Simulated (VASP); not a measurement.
# Re (Pm-3m) in VASP: further runs

Runs on Re. Level: PBE. Tasks: single point, relaxation of cell and atoms.

Program: VASP 6.6.1. These are calculated values, not measurements. Logs are shortened: lines on timing, memory, paths and dates and some standing lists are left out, and cuts for length are marked.

## 1. The cell of the first run

Symmetry: Pm-3m, No. 221, cubic system. Conventional cell: a = 2.579 Å, b = 2.579 Å, c = 2.579 Å, α = 90.00°, β = 90.00°, γ = 90.00°. Re (site symmetry m-3m) has 6 Re at 2.58 Å within 3.4 Å.

## 2. Single point, PBE

The input, INCAR:

```
  PREC = Accurate
  ENCUT = 520
  EDIFF = 1E-6
  ISMEAR = -1
  SIGMA = 0.1
  LREAL = False
  LASPH = True
  NELM = 60
  ALGO = Normal
  ISIF = 2
  LWAVE = False
  LCHARG = False
  GGA = PE
  NBANDS = 10
```

The input, KPOINTS:

```
Automatic mesh
0
Gamma
  8 8 8
```

The input, POSCAR:

```
Re
1.0
    2.5794175441      0.0000000000      0.0000000000
    0.0000000000      2.5794175441      0.0000000000
    0.0000000000      0.0000000000      2.5794175441
Re
1
Direct
    0.0000000000      0.0000000000      0.0000000000
```

Potentials or basis: VASP PAW PBE potentials, release 64 (Re).

Run with:

```console
$ cat potpaw_PBE.64/Re/POTCAR > POTCAR
$ mpirun -np 1 vasp_std > vasp.out
```

OUTCAR:

```text
PREC = Accurate
   ENCUT = 520
   EDIFF = 1E-6
   ISMEAR = -1
   LREAL = False
   LASPH = True
   NELM = 60
   ISIF = 2
   GGA = PE

 ion  position               nearest neighbor table
   1  0.000  0.000  0.000-

  LATTYP: Found a simple cubic cell.
 ALAT       =     2.5794175441

  Lattice vectors:

 A1 = (   2.5794175441,   0.0000000000,   0.0000000000)
 A2 = (   0.0000000000,   2.5794175441,   0.0000000000)
 A3 = (   0.0000000000,   0.0000000000,   2.5794175441)

Analysis of symmetry for initial positions (statically):
=====================================================================
 Subroutine PRICEL returns:
 Original cell was already a primitive cell.

 Routine SETGRP: Setting up the symmetry group for a
 simple cubic supercell.

 Subroutine GETGRP returns: Found 48 space group operations
 (whereof 48 operations were pure point group operations)
 out of a pool of 48 trial point group operations.

The static configuration has the point symmetry O_h .

Analysis of symmetry for dynamics (positions and initial velocities):
=====================================================================
 Subroutine PRICEL returns:
 Original cell was already a primitive cell.

 Routine SETGRP: Setting up the symmetry group for a
 simple cubic supercell.

 Subroutine GETGRP returns: Found 48 space group operations
 (whereof 48 operations were pure point group operations)
 out of a pool of 48 trial point group operations.

The dynamic configuration has the point symmetry O_h .

 Subroutine INISYM returns: Found 48 space group operations
 (whereof 48 operations are pure point group operations),
 and found     1 'primitive' translations

----------------------------------------------------------------------------------------

                                     Primitive cell

  volume of cell :      17.1619

  direct lattice vectors                    reciprocal lattice vectors
     2.579417544  0.000000000  0.000000000     0.387684422  0.000000000  0.000000000
     0.000000000  2.579417544  0.000000000     0.000000000  0.387684422  0.000000000
     0.000000000  0.000000000  2.579417544     0.000000000  0.000000000  0.387684422

  length of vectors
     2.579417544  2.579417544  2.579417544     0.387684422  0.387684422  0.387684422

  position of ions in fractional coordinates (direct lattice)
     0.000000000  0.000000000  0.000000000

  ion indices of the primitive-cell ions
   primitive index   ion index
                 1           1

----------------------------------------------------------------------------------------

 KPOINTS: Automatic mesh

Automatic generation of k-mesh.
 Grid dimensions read from file:
 generate k-points for:    8    8    8

 Generating k-lattice:

  Cartesian coordinates                     Fractional coordinates (reciprocal lattice)
     0.048460553  0.000000000  0.000000000     0.125000000  0.000000000  0.000000000
     0.000000000  0.048460553  0.000000000     0.000000000  0.125000000  0.000000000
     0.000000000  0.000000000  0.048460553     0.000000000  0.000000000  0.125000000

  Length of vectors
     0.048460553  0.048460553  0.048460553

  Shift w.r.t. Gamma in fractional coordinates (k-lattice)
     0.000000000  0.000000000  0.000000000

 Subroutine IBZKPT returns following result:
 ===========================================

 Found     35 irreducible k-points:

 Following reciprocal coordinates:
            Coordinates               Weight
  0.000000  0.000000  0.000000      1.000000
  0.125000  0.000000  0.000000      6.000000
  0.250000  0.000000  0.000000      6.000000
  0.375000  0.000000  0.000000      6.000000
  0.500000  0.000000  0.000000      3.000000
  0.125000  0.125000  0.000000     12.000000
[... 16 lines left out ...]
  0.375000  0.375000  0.125000     24.000000
  0.500000  0.375000  0.125000     24.000000
 [... further k-points ...]
   k-points           NKPTS =     35   k-points in BZ     NKDIM =     35   number of bands    NBANDS=     10
   number of dos      NEDOS =    301   number of ions     NIONS =      1
   total plane-waves  NPLWV =   8000
   dimension x,y,z NGX =    20 NGY =   20 NGZ =   20
   dimension x,y,z NGXF=    40 NGYF=   40 NGZF=   40
   ions per type =               1
   NGX,Y,Z   is equivalent  to a cutoff of  12.89, 12.89, 12.89 a.u.
   NGXF,Y,Z  is equivalent  to a cutoff of  25.78, 25.78, 25.78 a.u.
 SYSTEM =  unknown system
   PREC   = accura    normal or accurate (medium, high low for compatibility)
   ISTART =      0    job   : 0-new  1-cont  2-samecut
   ICHARG =      2    charge: 1-file 2-atom 10-const
   ISPIN  =      1    spin polarized calculation?
   LNONCOLLINEAR =      F non collinear calculations
   LSORBIT =      F    spin-orbit coupling
   LASPH  =      T    aspherical Exc in radial PAW
   ENCUT  =  520.0 eV  38.22 Ry    6.18 a.u.   4.80  4.80  4.80*2*pi/ulx,y,z
   NELM   =     60;   NELMIN=  2; NELMDL= -5     # of ELM steps
   EDIFF  = 0.1E-05   stopping-criterion for ELM
   LREAL  =      F    real-space projection
   EDIFFG = 0.1E-04   stopping-criterion for IOM
   NSW    =      0    number of steps for IOM
   IBRION =     -1    ionic relax: 0-MD 1-quasi-New 2-CG
   NFREE  =      0    steps in history (QN), initial steepest desc. (CG)
   ISIF   =      2    stress and relaxation
   ISYM   =      2    0-nonsym 1-usesym 2-fastsym
   POTIM  = 0.5000    time-step for ionic-motion
   TEBEG  =    0.0;   TEEND  =   0.0 temperature during run
   PSTRESS=    0.0 pullay stress
   NELECT =       7.0000    total number of electrons
   NUPDOWN=      -1.0000    fix difference up-down
   EMIN   =  10.00;   EMAX   =-10.00  energy-range for DOS
   EFERMI =   0.00;   METHOD = LEGACY
   ISMEAR =    -1;   SIGMA  =   0.10  broadening in eV -4-tet -1-fermi 0-gaus
   EFERMI_NEDOS =   21; number of points for ismear=-14 and -15
   IALGO  =     38    algorithm
   IMIX   =      4    mixing-type and parameters
     AMIX     =   0.40;   BMIX     =  1.00
     AMIX_MAG =   1.60;   BMIX_MAG =  1.00
  volume/ion in A,a.u.               =      17.16       115.81
  Fermi-wavevector in a.u.,A,eV,Ry     =   1.214095  2.294306 20.055337  1.474026
  Thomas-Fermi vector in A             =   2.349525
   LORBIT       =      0    0 simple, 1 ext, 2 COOP (PROOUT), +10 PAW based schemes
   GGA     = PE    functional components
   LHFCALC =     F    Hartree Fock is set to
   AEXX    =    0.0000 exact exchange contribution
   IVDW    =     0    specifies the selected vdW correction
   LEPSILON=     F    determine dielectric tensor
   LRPA    =     F    only Hartree local field effects (RPA)
 non-spin polarized calculation
  energy-cutoff  :      520.00
  volume of cell :       17.16
 maximum number of plane-waves:       480
 NGX is ok and might be reduce to    20
   NGX =  9   NGY =  9   NGZ =  9

 number of electron       7.0000001 magnetization

 Free energy of the ion-electron system (eV)
  ---------------------------------------------------
  ext. energy  EPLUGINS =         0.00000000
  ---------------------------------------------------
  free energy    TOTEN  =       -11.12881708 eV

  energy without entropy =      -11.09802107  energy(sigma->0) =      -11.11341907

 E-fermi :   6.4808     XC(G=0): -12.7360

 val. band max:        6.4607755572   @ k =   0.5000   0.5000   0.2500
 cond. band min:       6.5113443894   @ k =   0.5000   0.0000   0.0000
 fundamental gap:      0.0505688322
 Fermi energy:         6.4808458726

 k-point     1 :       0.0000    0.0000    0.0000
  band No.  band energies     occupation
      1      -2.5503      2.00000
      2       1.3145      2.00000
      3       1.3145      2.00000
      4      10.0830      0.00000
      5      10.0830      0.00000
      6      10.0830      0.00000
      7      21.9175      0.00000
      8      21.9175      0.00000
      9      21.9175      0.00000
     10      27.8754      0.00000

 k-point     2 :       0.1250    0.0000    0.0000
  band No.  band energies     occupation
      1      -2.0591      2.00000
      2       1.4370      2.00000
      3       1.8557      2.00000
      4       9.3884      0.00000
      5       9.3884      0.00000
      6      10.1361      0.00000
      7      19.5936      0.00000
      8      22.9261      0.00000
      9      22.9261      0.00000
     10      27.9886      0.00000

 k-point     3 :       0.2500    0.0000    0.0000
  band No.  band energies     occupation
      1      -0.9109      2.00000
      2       1.7479      2.00000
      3       3.3826      2.00000
      4       8.0223      0.00000
      5       8.0223      0.00000
      6      10.2666      0.00000
      7      16.5038      0.00000
      8      24.7051      0.00000
      9      25.1382      0.00000
     10      25.1382      0.00000

 k-point     4 :       0.3750    0.0000    0.0000
  band No.  band energies     occupation
      1       0.2807      2.00000
      2       2.0835      2.00000
      3       5.0499      2.00000
      4       6.9181      0.02492
      5       6.9181      0.02491
      6      10.4004      0.00000
      7      14.9043      0.00000
      8      22.5050      0.00000
      9      27.3968      0.00000
     10      27.4005      0.00000
[... 222 lines left out ...]
 k-point    22 :       0.5000    0.2500    0.1250
  band No.  band energies     occupation
      1       2.1538      2.00000
      2       2.9466      2.00000
      3       5.0928      2.00000
      4       5.3719      1.99997
      5       8.0081      0.00000
      6      11.1471      0.00000
      7      14.9705      0.00000
      8      22.9199      0.00000
      9      24.0662      0.00000
     10      25.1121      0.00000

 k-point    23 :       0.3750    0.3750    0.1250
  band No.  band energies     occupation
      1       1.3055      2.00000
      2       3.2530      2.00000
      3       5.9894      1.98542
      4       6.0231      1.97964
      5       8.8512      0.00000
      6       9.9170      0.00000
      7      16.5557      0.00000
      8      19.9901      0.00000
      9      23.4721      0.00000
     10      26.9852      0.00000

 k-point    24 :       0.5000    0.3750    0.1250
  band No.  band energies     occupation
      1       0.9620      2.00000
      2       3.4917      2.00000
      3       5.6341      1.99958
      4       6.1316      1.94093
      5       9.4044      0.00000
      6      12.3856      0.00000
      7      14.5985      0.00000
      8      20.9689      0.00000
      9      21.4537      0.00000
     10      27.0136      0.00000

 [... further k-points ...]
[... 5 lines left out ...]
  --------------------------------------------------------------------------------------
  -------------------------------------------------------------------------------------
  Total       -0.1075739     -0.1075739     -0.1075739      0.0000000      0.0000000      0.0000000
  in kB      -10.0427451    -10.0427451    -10.0427451      0.0000000      0.0000000      0.0000000
  external PRESSURE =     -10.0427451 kB  Pullay stress =       0.0000000 kB

 VOLUME and BASIS-vectors are now :
 -----------------------------------------------------------------------------
  energy-cutoff  :      520.00
  volume of cell :       17.16
      direct lattice vectors                 reciprocal lattice vectors
     2.579417544  0.000000000  0.000000000     0.387684422  0.000000000  0.000000000
     0.000000000  2.579417544  0.000000000     0.000000000  0.387684422  0.000000000
     0.000000000  0.000000000  2.579417544     0.000000000  0.000000000  0.387684422

 POSITION                                       TOTAL-FORCE (eV/Angst)
 -----------------------------------------------------------------------------------
      0.00000      0.00000      0.00000         0.000000      0.000000      0.000000
 -----------------------------------------------------------------------------------
    total drift:                                0.000000      0.000000      0.000000

  FREE ENERGIE OF THE ION-ELECTRON SYSTEM (eV)
  ---------------------------------------------------
  free  energy   TOTEN  =       -11.1288170751 eV

  energy  without entropy=      -11.0980210694  energy(sigma->0) =      -11.11341907
```

Wall time 6.7 s (1 thread of Intel Xeon Platinum 8488C (Sapphire Rapids), shared host); peak memory 0.13 GiB.

Results:

| Item | Value |
| --- | --- |
| Free energy | -11.1288 eV |
| Pressure | -1.0 GPa |

Caveat: spin-orbit coupling is left out, which moves the levels of the heavy elements.

## 3. Relaxation of cell and atoms, PBE

This run uses another cell than the first one, of 16.19 Å³/atom, 0.944 times its volume.

The input, INCAR:

```
SYSTEM = Re
PREC = Accurate
ENCUT = 600
EDIFF = 1E-6
ISMEAR = -1
SIGMA = 0.1
LREAL = .False.
LASPH = .True.
NELM = 100
ALGO = Normal
ISIF = 3
LWAVE = .False.
LCHARG = .False.
GGA = PE
IBRION = 2
NSW = 80
EDIFFG = -0.02
```

The input, KPOINTS:

```
Automatic mesh
0
Gamma
  8 8 8
  0 0 0
```

The input, POSCAR:

```
Re
1.0
    2.5300000000      0.0000000000      0.0000000000
    0.0000000000      2.5300000000      0.0000000000
    0.0000000000      0.0000000000      2.5300000000
Re
1
Direct
    0.0000000000      0.0000000000      0.0000000000
```

Potentials or basis: VASP PAW PBE potentials, release 64 (Re).

Run with:

```console
$ cat potpaw_PBE.64/Re/POTCAR > POTCAR
$ mpirun -np 1 vasp_std > vasp.out
```

Wall time 12 s (1 thread of Intel Xeon Platinum 8488C (Sapphire Rapids), shared host); peak memory 0.13 GiB.

It converged, with:

* Free energy: -11.1293 eV
* Relaxed volume: 17.10 Å³/atom
* Relaxed cell: a = 2.576 Å, b = 2.576 Å, c = 2.576 Å, α = 90.00°, β = 90.00°, γ = 90.00°
* Space group after relaxing (to 0.05 Å): Pm-3m (No. 221)
* Energy gained by relaxing: 43.4 meV/atom
* Ionic steps: 4
* Pressure after relaxing: 0.0 GPa

The path:
```csv
step,energy change (eV),largest force (eV/Å),pressure (GPa),volume (Å³)
1,0.0000,0.0000,16.19,16.19
2,0.3261,0.0000,-31.10,20.34
3,-0.0432,0.0000,-1.12,17.17
4,-0.0434,0.0000,0.00,17.10
```

Final structure:
```xyz
1
Lattice="2.5763 0.0000 0.0000 0.0000 2.5763 0.0000 0.0000 0.0000 2.5763" Properties=species:S:1:pos:R:3 pbc="T T T"
Re    0.0000    0.0000    0.0000
```

Levels at points of the mesh, in eV from the Fermi level:
| k point | band 1 | band 2 | band 3 | band 4 | band 5 | band 6 |
| --- | --- | --- | --- | --- | --- | --- |
| (0.00, 0.00, 0.00) | -9.06 | -5.19 | -5.19 | 3.62 | 3.62 | 3.62 |
| (0.50, 0.00, 0.00) | -5.66 | -4.27 | -0.88 | 0.03 | 0.03 | 4.00 |
| (0.50, 0.50, 0.00) | -6.18 | -3.71 | 0.74 | 0.74 | 4.80 | 4.80 |
| (0.50, 0.50, 0.50) | -4.61 | -4.61 | -4.61 | 6.50 | 6.50 | 8.09 |

Caveat: spin-orbit coupling is left out, which moves the levels of the heavy elements.

## 4. Relaxation of cell and atoms, PBE, target pressure 15 GPa, at which the enthalpy is minimised

This run uses another cell than the first one, of 16.19 Å³/atom, 0.944 times its volume.

The input, INCAR:

```
PREC = Accurate
ENCUT = 600
EDIFF = 1E-7
ISMEAR = -1
SIGMA = 0.1
LREAL = F
LASPH = T
NELM = 60
ALGO = Normal
ISIF = 3
LWAVE = F
LCHARG = F
GGA = PE
IBRION = 2
NSW = 80
EDIFFG = -0.02
PSTRESS = 150.0
```

The input, KPOINTS:

```
Automatic mesh
0
Gamma
  8 8 8
```

POSCAR is that of step 3.

Run with:

```console
$ cat potpaw_PBE.64/Re/POTCAR > POTCAR
$ mpirun -np 1 vasp_std > vasp.out
```

Run time: 13 s. Hardware: 1 thread of Intel Xeon Platinum 8488C (Sapphire Rapids), shared host; peak memory 0.13 GiB.

The run converged. Its results:

```
Free energy                                            : -11.0914 eV
Relaxed volume                                         : 16.25 Å³/atom
Relaxed cell                                           : a = 2.533 Å, b = 2.533 Å, c = 2.533 Å, α = 90.00°, β = 90.00°, γ = 90.00°
Space group after relaxing (to 0.05 Å)                 : Pm-3m (No. 221)
Energy change on relaxing (the enthalpy is what falls) : -5.6 meV/atom
Ionic steps                                            : 3
Pressure after relaxing                                : 15.0 GPa
```

Step by step:
```tsv
step	energy change (eV)	largest force (eV/Å)	pressure (GPa)	volume (Å³)
1	0.0000	0.0000	16.19	16.19
2	-0.0236	0.0000	10.61	16.48
3	-0.0056	0.0000	14.99	16.25
```

Final structure:
```
CELL_PARAMETERS angstrom
2.53297 0.00000 0.00000
0.00000 2.53297 0.00000
0.00000 0.00000 2.53297
ATOMIC_POSITIONS crystal
Re 0.00000 0.00000 0.00000
```

Levels at points of the mesh, in eV from the Fermi level:
```
           k point  band 1  band 2  band 3  band 4  band 5  band 6  band 7
(0.00, 0.00, 0.00)   -9.42   -5.57   -5.57    3.90    3.90    3.90   15.89
(0.50, 0.00, 0.00)   -5.90   -4.57   -0.96   -0.01   -0.01    4.31    9.04
(0.50, 0.50, 0.00)   -6.68   -3.91    0.77    0.77    5.01    5.01    6.72
(0.50, 0.50, 0.50)   -4.99   -4.99   -4.99    7.01    7.01    7.92   12.33
```

Caveat: the cell is relaxed towards a set pressure, so the enthalpy falls and the energy may rise; spin-orbit coupling is left out, which moves the levels of the heavy elements.

[end of part 1 of 2]
